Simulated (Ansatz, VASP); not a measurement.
# Two plane-wave programs on Ge

```
Ge
1.0
     4.02269    0.00000    0.00000
    -2.01134    3.48375    0.00000
     0.00000    0.00000   18.86852
Ge
4
Cartesian
  0.0000 2.3225 5.1843
  2.0113 1.1613 4.5000
  2.6818 0.7742 10.5685
  4.6931 -0.3871 9.8843
```

Alike in both runs: task single point; functional PBE; dispersion D3(BJ); k mesh 9 × 9 × 1; occupations gaussian, width 0.1 eV; no spin polarisation.

```csv
,VASP,Ansatz
version,VASP 6.6.1,Ansatz 0.2.0
potentials or method,"VASP PAW PBE potentials, release 64 (Ge_d), cutoff 520 eV","scalar-relativistic, plane waves, PAW"
valence electrons in the cell,56,56
```

```tsv
	VASP	Ansatz	Ansatz less VASP
gap on the k mesh at the Fermi level (eV)	0.07	0.07	0.000
least direct gap on the mesh (eV)	0.07	0.07	0.000
rms of the force components (eV/Å)	0.032	0.032	-0.0002
```

Atom by atom the forces differ by 0.000 eV/Å (rms over components).
